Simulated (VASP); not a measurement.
# GaN (F-43m) in VASP: a series of runs

GaN is run at these levels: PBE; tasks: single point, relaxation of cell and atoms.

All numbers are computed with VASP 6.6.1; they aren't measurements. Logs are shortened: lines on timing, memory, paths and dates and some standing lists are left out, and cuts for length are marked.

### 1 The cell of the first run

The structure is cubic, space group F-43m (No. 216). The conventional cell has a = 4.267 Å, b = 4.267 Å, c = 4.267 Å, α = 90.00°, β = 90.00°, γ = 90.00°. Ga (site symmetry -43m) has 4 N at 1.85 Å within 2.5 Å. Within 2.5 Å of N (site symmetry -43m) lie 4 Ga at 1.85 Å.

### 2 Single point, PBE

INCAR reads:

```
SYSTEM = GaN
ALGO = Normal
EDIFF = 1E-7
ENCUT = 520
GGA = PE
ISIF = 2
ISMEAR = 0
LASPH = .TRUE.
LCHARG = .TRUE.
LELF = .TRUE.
LREAL = .FALSE.
LVHAR = .TRUE.
LWAVE = .FALSE.
NBANDS = 16
NELM = 60
PREC = Accurate
SIGMA = 0.01
```

KPOINTS reads:

```
k-points
0
G
  10 10 10
  0 0 0
```

POSCAR reads:

```
GaN
1.0
    0.0000000000      2.1337262898      2.1337262898
    2.1337262898      0.0000000000      2.1337262898
    2.1337262898      2.1337262898      0.0000000000
Ga N
1 1
Direct
    0.0000000000      0.0000000000      0.0000000000
    0.7500000000      0.7500000000      0.7500000000
```

Potentials or basis: VASP PAW PBE potentials, release 64 (Ga_d, N).

The run is started by

```bash
$ cat potpaw_PBE.64/Ga_d/POTCAR potpaw_PBE.64/N/POTCAR > POTCAR
$ mpirun -np 1 vasp_std > vasp.out
```

OUTCAR:

```text
SYSTEM = GaN
   EDIFF = 1E-7
   ENCUT = 520
   GGA = PE
   ISIF = 2
   ISMEAR = 0
   LASPH = .TRUE.
   LREAL = .FALSE.
   NELM = 60
   PREC = Accurate

 ion  position               nearest neighbor table
   1  0.000  0.000  0.000-   2 1.85   2 1.85   2 1.85   2 1.85
   2  0.750  0.750  0.750-   1 1.85   1 1.85   1 1.85   1 1.85

  LATTYP: Found a face centered cubic cell.
 ALAT       =     4.2674525796

  Lattice vectors:

 A1 = (   0.0000000000,   2.1337262898,   2.1337262898)
 A2 = (   2.1337262898,   0.0000000000,   2.1337262898)
 A3 = (   2.1337262898,   2.1337262898,   0.0000000000)

Analysis of symmetry for initial positions (statically):
=====================================================================
 Subroutine PRICEL returns:
 Original cell was already a primitive cell.

 Routine SETGRP: Setting up the symmetry group for a
 face centered cubic supercell.

 Subroutine GETGRP returns: Found 24 space group operations
 (whereof 24 operations were pure point group operations)
 out of a pool of 48 trial point group operations.

The static configuration has the point symmetry T_d .

Analysis of symmetry for dynamics (positions and initial velocities):
=====================================================================
 Subroutine PRICEL returns:
 Original cell was already a primitive cell.

 Routine SETGRP: Setting up the symmetry group for a
 face centered cubic supercell.

 Subroutine GETGRP returns: Found 24 space group operations
 (whereof 24 operations were pure point group operations)
 out of a pool of 48 trial point group operations.

The dynamic configuration has the point symmetry T_d .

 Subroutine INISYM returns: Found 24 space group operations
 (whereof 24 operations are pure point group operations),
 and found     1 'primitive' translations

----------------------------------------------------------------------------------------

                                     Primitive cell

  volume of cell :      19.4288

  direct lattice vectors                    reciprocal lattice vectors
     0.000000000  2.133726290  2.133726290    -0.234331836  0.234331836  0.234331836
     2.133726290  0.000000000  2.133726290     0.234331836 -0.234331836  0.234331836
     2.133726290  2.133726290  0.000000000     0.234331836  0.234331836 -0.234331836

  length of vectors
     3.017544657  3.017544657  3.017544657     0.405874647  0.405874647  0.405874647

  position of ions in fractional coordinates (direct lattice)
     0.000000000  0.000000000  0.000000000
     0.750000000  0.750000000  0.750000000

  ion indices of the primitive-cell ions
   primitive index   ion index
                 1           1
                 2           2

----------------------------------------------------------------------------------------

 KPOINTS: k-points

Automatic generation of k-mesh.
 Grid dimensions read from file:
 generate k-points for:   10   10   10

 Generating k-lattice:

  Cartesian coordinates                     Fractional coordinates (reciprocal lattice)
    -0.023433184  0.023433184  0.023433184     0.100000000  0.000000000  0.000000000
     0.023433184 -0.023433184  0.023433184     0.000000000  0.100000000  0.000000000
     0.023433184  0.023433184 -0.023433184     0.000000000  0.000000000  0.100000000

  Length of vectors
     0.040587465  0.040587465  0.040587465

  Shift w.r.t. Gamma in fractional coordinates (k-lattice)
     0.000000000  0.000000000  0.000000000

 Subroutine IBZKPT returns following result:
 ===========================================

 Found     47 irreducible k-points:

 Following reciprocal coordinates:
            Coordinates               Weight
  0.000000  0.000000  0.000000      1.000000
  0.100000  0.000000  0.000000      8.000000
  0.200000  0.000000  0.000000      8.000000
  0.300000  0.000000  0.000000      8.000000
  0.400000  0.000000  0.000000      8.000000
  0.500000  0.000000  0.000000      4.000000
[... 16 lines left out ...]
  0.300000  0.300000  0.000000      6.000000
  0.400000  0.300000  0.000000     24.000000
 [... further k-points ...]
   k-points           NKPTS =     47   k-points in BZ     NKDIM =     47   number of bands    NBANDS=     16
   number of dos      NEDOS =    301   number of ions     NIONS =      2
   total plane-waves  NPLWV =  13824
   dimension x,y,z NGX =    24 NGY =   24 NGZ =   24
   dimension x,y,z NGXF=    48 NGYF=   48 NGZF=   48
   ions per type =               1   1
   NGX,Y,Z   is equivalent  to a cutoff of  13.22, 13.22, 13.22 a.u.
   NGXF,Y,Z  is equivalent  to a cutoff of  26.44, 26.44, 26.44 a.u.
 SYSTEM =  GaN
   PREC   = accura    normal or accurate (medium, high low for compatibility)
   ISTART =      0    job   : 0-new  1-cont  2-samecut
   ICHARG =      2    charge: 1-file 2-atom 10-const
   ISPIN  =      1    spin polarized calculation?
   LNONCOLLINEAR =      F non collinear calculations
   LSORBIT =      F    spin-orbit coupling
   LASPH  =      T    aspherical Exc in radial PAW
   ENCUT  =  520.0 eV  38.22 Ry    6.18 a.u.   5.61  5.61  5.61*2*pi/ulx,y,z
   NELM   =     60;   NELMIN=  2; NELMDL= -5     # of ELM steps
   EDIFF  = 0.1E-06   stopping-criterion for ELM
   LREAL  =      F    real-space projection
   EDIFFG = 0.1E-05   stopping-criterion for IOM
   NSW    =      0    number of steps for IOM
   IBRION =     -1    ionic relax: 0-MD 1-quasi-New 2-CG
   NFREE  =      0    steps in history (QN), initial steepest desc. (CG)
   ISIF   =      2    stress and relaxation
   ISYM   =      2    0-nonsym 1-usesym 2-fastsym
   POTIM  = 0.5000    time-step for ionic-motion
   TEBEG  =    0.0;   TEEND  =   0.0 temperature during run
   PSTRESS=    0.0 pullay stress
   NELECT =      18.0000    total number of electrons
   NUPDOWN=      -1.0000    fix difference up-down
   EMIN   =  10.00;   EMAX   =-10.00  energy-range for DOS
   EFERMI =   0.00;   METHOD = LEGACY
   ISMEAR =     0;   SIGMA  =   0.01  broadening in eV -4-tet -1-fermi 0-gaus
   EFERMI_NEDOS =   21; number of points for ismear=-14 and -15
   IALGO  =     38    algorithm
   IMIX   =      4    mixing-type and parameters
     AMIX     =   0.40;   BMIX     =  1.00
     AMIX_MAG =   1.60;   BMIX_MAG =  1.00
  volume/ion in A,a.u.               =       9.71        65.56
  Fermi-wavevector in a.u.,A,eV,Ry     =   1.595941  3.015892 34.654436  2.547029
  Thomas-Fermi vector in A             =   2.693782
   LORBIT       =      0    0 simple, 1 ext, 2 COOP (PROOUT), +10 PAW based schemes
   GGA     = PE    functional components
   LHFCALC =     F    Hartree Fock is set to
   AEXX    =    0.0000 exact exchange contribution
   IVDW    =     0    specifies the selected vdW correction
   LEPSILON=     F    determine dielectric tensor
   LRPA    =     F    only Hartree local field effects (RPA)
 non-spin polarized calculation
 Gauss-broadening in eV      SIGMA  =   0.01
  energy-cutoff  :      520.00
  volume of cell :       19.43
 maximum number of plane-waves:       544
 NGX is ok and might be reduce to    24
   NGX = 11   NGY = 11   NGZ = 11

 number of electron      18.0000005 magnetization

 Free energy of the ion-electron system (eV)
  ---------------------------------------------------
  ext. energy  EPLUGINS =         0.00000000
  ---------------------------------------------------
  free energy    TOTEN  =       -11.61418726 eV

  energy without entropy =      -11.61418726  energy(sigma->0) =      -11.61418726

 E-fermi :   7.4033     XC(G=0): -12.5724

 val. band max:        7.2401243589   @ k =   0.0000   0.0000   0.0000
 cond. band min:      10.0182142634   @ k =   0.0000   0.0000   0.0000
 fundamental gap:      2.7780899045
 Fermi energy:         7.4032689693

 k-point     1 :       0.0000    0.0000    0.0000
  band No.  band energies     occupation
      1     -10.2483      2.00000
      2      -6.4692      2.00000
      3      -6.4692      2.00000
      4      -6.4692      2.00000
      5      -5.9423      2.00000
      6      -5.9423      2.00000
[... 8 lines left out ...]
     15      27.3614      0.00000
     16      27.3614      0.00000

 k-point     2 :       0.1000    0.0000    0.0000
  band No.  band energies     occupation
      1     -10.1018      2.00000
      2      -6.4476      2.00000
      3      -6.4476      2.00000
      4      -6.4414      2.00000
      5      -5.9448      2.00000
      6      -5.9448      2.00000
[... 8 lines left out ...]
     15      25.9431      0.00000
     16      26.0875      0.00000

 k-point     3 :       0.2000    0.0000    0.0000
  band No.  band energies     occupation
      1      -9.7127      2.00000
      2      -6.3975      2.00000
      3      -6.3975      2.00000
      4      -6.3067      2.00000
      5      -5.9440      2.00000
      6      -5.9440      2.00000
[... 8 lines left out ...]
     15      25.1265      0.00000
     16      25.1266      0.00000

 k-point     4 :       0.3000    0.0000    0.0000
  band No.  band energies     occupation
      1      -9.2448      2.00000
      2      -6.3525      2.00000
      3      -6.3525      2.00000
      4      -5.9234      2.00000
      5      -5.9234      2.00000
      6      -5.9203      2.00000
[... 8 lines left out ...]
     15      25.8339      0.00000
     16      25.8339      0.00000

 k-point     5 :       0.4000    0.0000    0.0000
  band No.  band energies     occupation
      1      -8.9141      2.00000
      2      -6.3329      2.00000
      3      -6.3329      2.00000
      4      -5.8876      2.00000
      5      -5.8876      2.00000
      6      -5.1962      2.00000
[... 8 lines left out ...]
     15      27.6359      0.00000
     16      27.6359      0.00000

 k-point     6 :       0.5000    0.0000    0.0000
  band No.  band energies     occupation
      1      -8.8071      2.00000
      2      -6.3293      2.00000
      3      -6.3293      2.00000
      4      -5.8695      2.00000
      5      -5.8695      2.00000
      6      -4.6651      2.00000
[... 8 lines left out ...]
     15      28.9824      0.00000
     16      28.9824      0.00000

 k-point     7 :       0.1000    0.1000    0.0000
  band No.  band energies     occupation
      1     -10.0531      2.00000
      2      -6.4552      2.00000
      3      -6.4290      2.00000
      4      -6.4290      2.00000
      5      -5.9605      2.00000
      6      -5.9308      2.00000
[... 8 lines left out ...]
     15      28.1674      0.00000
     16      28.1674      0.00000

 k-point     8 :       0.2000    0.1000    0.0000
  band No.  band energies     occupation
      1      -9.7454      2.00000
      2      -6.4151      2.00000
      3      -6.3773      2.00000
      4      -6.3450      2.00000
      5      -5.9683      2.00000
      6      -5.9198      2.00000
[... 8 lines left out ...]
     15      27.3200      0.00000
     16      27.3222      0.00000

 k-point     9 :       0.3000    0.1000    0.0000
  band No.  band energies     occupation
      1      -9.3043      2.00000
      2      -6.3630      2.00000
      3      -6.3255      2.00000
      4      -6.1205      2.00000
      5      -5.9006      2.00000
      6      -5.8903      2.00000
[... 8 lines left out ...]
     15      26.4463      0.00000
     16      27.4089      0.00000
[... 172 lines left out ...]
 k-point    19 :       0.5000    0.2000    0.0000
  band No.  band energies     occupation
      1      -8.6829      2.00000
      2      -6.3172      2.00000
      3      -6.2053      2.00000
      4      -6.0304      2.00000
      5      -5.8633      2.00000
      6      -4.5894      2.00000
[... 8 lines left out ...]
     15      29.3635      0.00000
     16      30.0056      0.00000

 k-point    20 :      -0.4000    0.2000    0.0000
  band No.  band energies     occupation
      1      -8.6655      2.00000
      2      -6.3208      2.00000
      3      -6.2151      2.00000
      4      -5.9770      2.00000
      5      -5.9027      2.00000
      6      -4.3956      2.00000
[... 8 lines left out ...]
     15      27.5982      0.00000
     16      29.4237      0.00000

 k-point    21 :      -0.3000    0.2000    0.0000
  band No.  band energies     occupation
      1      -8.8029      2.00000
      2      -6.3201      2.00000
      3      -6.2444      2.00000
      4      -5.9786      2.00000
      5      -5.9567      2.00000
      6      -5.0347      2.00000
[... 8 lines left out ...]
     15      26.4973      0.00000
     16      29.8696      0.00000

 k-point    22 :      -0.2000    0.2000    0.0000
  band No.  band energies     occupation
      1      -9.0974      2.00000
      2      -6.3315      2.00000
      3      -6.3030      2.00000
      4      -6.0426      2.00000
      5      -5.9813      2.00000
      6      -5.6421      2.00000
[... 8 lines left out ...]
     15      26.4152      0.00000
     16      29.8389      0.00000

 k-point    23 :       0.3000    0.3000    0.0000
  band No.  band energies     occupation
      1      -8.9528      2.00000
      2      -6.3234      2.00000
      3      -6.1663      2.00000
      4      -6.1663      2.00000
      5      -5.8637      2.00000
      6      -5.6806      2.00000
[... 8 lines left out ...]
     15      30.9072      0.00000
     16      32.5142      0.00000

 k-point    24 :       0.4000    0.3000    0.0000
  band No.  band energies     occupation
      1      -8.7203      2.00000
      2      -6.3231      2.00000
      3      -6.1128      2.00000
      4      -6.1085      2.00000
      5      -5.8479      2.00000
      6      -5.2027      2.00000
[... 8 lines left out ...]
     15      31.4888      0.00000
     16      32.2935      0.00000

 [... further k-points ...]
[... 5 lines left out ...]
  --------------------------------------------------------------------------------------
  -------------------------------------------------------------------------------------
  Total        6.0194877      6.0194877      6.0194877      0.0000000     -0.0000000     -0.0000000
  in kB      496.3911051    496.3911051    496.3911051      0.0000000     -0.0000000     -0.0000000
  external PRESSURE =     496.3911051 kB  Pullay stress =       0.0000000 kB

 VOLUME and BASIS-vectors are now :
 -----------------------------------------------------------------------------
  energy-cutoff  :      520.00
  volume of cell :       19.43
      direct lattice vectors                 reciprocal lattice vectors
     0.000000000  2.133726290  2.133726290    -0.234331836  0.234331836  0.234331836
     2.133726290  0.000000000  2.133726290     0.234331836 -0.234331836  0.234331836
     2.133726290  2.133726290  0.000000000     0.234331836  0.234331836 -0.234331836

 POSITION                                       TOTAL-FORCE (eV/Angst)
 -----------------------------------------------------------------------------------
      0.00000      0.00000      0.00000         0.000000      0.000000      0.000000
      3.20059      3.20059      3.20059        -0.000000     -0.000000     -0.000000
 -----------------------------------------------------------------------------------
    total drift:                               -0.000003     -0.000003     -0.000003

  FREE ENERGIE OF THE ION-ELECTRON SYSTEM (eV)
  ---------------------------------------------------
  free  energy   TOTEN  =       -11.6141872624 eV

  energy  without entropy=      -11.6141872624  energy(sigma->0) =      -11.61418726
```

It took 11 s on 1 thread of Intel Xeon Platinum 8375C at 2.90GHz (Ice Lake), shared host; peak memory 0.14 GiB.

What came out:

```
Free energy            : -11.6142 eV
Pressure               : 49.6 GPa
Band gap on the k mesh : 2.78 eV, direct
```

As with any semilocal functional, this PBE gap is likely too small.

### 3 Relaxation of cell and atoms, PBE, target pressure 50 GPa, at which the enthalpy is minimised

This run uses another cell than the first one, of 11.76 Å³/atom, 1.211 times its volume.

INCAR reads:

```
SYSTEM = GaN
PREC = Accurate
ENCUT = 600
EDIFF = 1E-6
ISMEAR = 0
SIGMA = 0.01
LREAL = .False.
LASPH = .True.
NELM = 80
ALGO = Normal
ISIF = 3
LWAVE = .False.
LCHARG = .False.
GGA = PE
IBRION = 2
NSW = 80
EDIFFG = -0.001
PSTRESS = 500.0
```

KPOINTS reads:

```
Automatic mesh
0
Gamma
  10 10 10
  0 0 0
```

POSCAR reads:

```
GaN
1.0
    0.0000000000      2.2742384991      2.2742384991
    2.2742384991      0.0000000000      2.2742384991
    2.2742384991      2.2742384991      0.0000000000
Ga N
1 1
Direct
    0.0000000000      0.0000000000      0.0000000000
    0.7500000000      0.7500000000      0.7500000000
```

Potentials or basis: VASP PAW PBE potentials, release 64 (Ga_d, N).

The run is started by

```bash
$ cat potpaw_PBE.64/Ga_d/POTCAR potpaw_PBE.64/N/POTCAR > POTCAR
$ mpirun -np 1 vasp_std > vasp.out
```

It took 95 s on 1 thread of Intel Xeon Platinum 8375C at 2.90GHz (Ice Lake), shared host; peak memory 0.18 GiB.

Results (log left out):

| Quantity | Value |
| --- | --- |
| Free energy | -11.6138 eV |
| Relaxed volume | 9.70 Å³/atom |
| Relaxed cell | a = 3.016 Å, b = 3.016 Å, c = 3.016 Å, α = 60.00°, β = 60.00°, γ = 60.00° |
| Space group after relaxing (to 0.05 Å) | F-43m (No. 216) |
| Energy change on relaxing (the enthalpy is what falls) | +270.6 meV/atom |
| Ionic steps | 11 |
| Pressure after relaxing | 50.0 GPa |
| Band gap on the k mesh | 2.79 eV, direct |

Step by step:
```csv
step,energy change (eV),largest force (eV/Å),pressure (GPa),volume (Å³)
1,0.0000,0.0000,-0.06,23.53
2,6.7979,0.0000,348.33,13.10
3,0.3997,0.0000,41.08,19.90
4,0.4918,0.0000,47.27,19.56
5,0.5344,0.0000,49.76,19.42
6,0.5585,0.0000,51.16,19.34
7,0.5057,0.0000,47.64,19.52
8,0.5396,0.0000,50.05,19.40
9,0.5389,0.0000,49.79,19.41
10,0.5474,0.0000,50.44,19.38
11,0.5412,0.0000,50.00,19.40
```

Final structure:
```xyz
2
Lattice="0.0000 2.1327 2.1327 2.1327 0.0000 2.1327 2.1327 2.1327 0.0000" Properties=species:S:1:pos:R:3 pbc="T T T"
Ga    0.0000    0.0000    0.0000
N     3.1990    3.1990    3.1990
```

Levels at points of the mesh, in eV from the valence-band top:
| k point | band 6 | band 7 | band 8 | band 9 | band 10 | band 11 | band 12 | band 13 |
| --- | --- | --- | --- | --- | --- | --- | --- | --- |
| (0.00, 0.00, 0.00) | -13.18 | 0.00 | 0.00 | 0.00 | 2.79 | 11.35 | 11.35 | 11.35 |
| (0.50, 0.00, 0.00) | -11.91 | -8.24 | -1.20 | -1.20 | 5.79 | 9.53 | 11.22 | 11.22 |
| (0.50, 0.50, 0.00) | -11.53 | -6.85 | -3.35 | -3.35 | 3.38 | 7.59 | 13.01 | 15.78 |

Caveat: the cell is relaxed towards a set pressure, so the enthalpy falls and the energy may rise; the volume moved by over 15 % at a fixed basis, so the end points are rough.

### 4 Single point, PBE

This run uses another cell than the first one, of 10.50 Å³/atom, 1.081 times its volume.

INCAR reads:

```
  PREC = Accurate
  ENCUT = 520
  EDIFF = 1E-7
  ISMEAR = 0
  SIGMA = 0.01
  LREAL = F
  LASPH = T
  NELM = 60
  ALGO = Normal
  ISIF = 2
  LWAVE = F
  LCHARG = T
  GGA = PE
  LELF = T
  LVHAR = T
  NBANDS = 16
```

KPOINTS reads:

```
regular mesh
0
Gamma
  10 10 10
```

POSCAR reads:

```
GaN
1.0
    0.0000000000      2.1900270209      2.1900270209
    2.1900270209      0.0000000000      2.1900270209
    2.1900270209      2.1900270209      0.0000000000
Ga N
1 1
Direct
    0.0000000000      0.0000000000      0.0000000000
    0.7500000000      0.7500000000      0.7500000000
```

The run is started by

```bash
$ cat potpaw_PBE.64/Ga_d/POTCAR potpaw_PBE.64/N/POTCAR > POTCAR
$ mpirun -np 1 vasp_std > vasp.out
```

It took 7.5 s on 1 thread of Intel Xeon 6975P-C (Granite Rapids), shared host; peak memory 0.14 GiB.

Results (log left out):

* Free energy: -11.9748 eV
* Pressure: 24.9 GPa
* Band gap on the k mesh: 2.28 eV, direct

Levels at points of the mesh, in eV from the valence-band top:
```tsv
k point	band 6	band 7	band 8	band 9	band 10	band 11	band 12	band 13
(0.00, 0.00, 0.00)	-13.13	0.00	0.00	0.00	2.28	10.85	10.85	10.85
(0.50, 0.00, 0.00)	-11.88	-7.63	-1.08	-1.08	5.24	9.15	10.81	10.81
(0.50, 0.50, 0.00)	-11.47	-6.49	-3.02	-3.02	3.37	7.16	12.35	14.89
```

(Continued in part 2 of 2.)
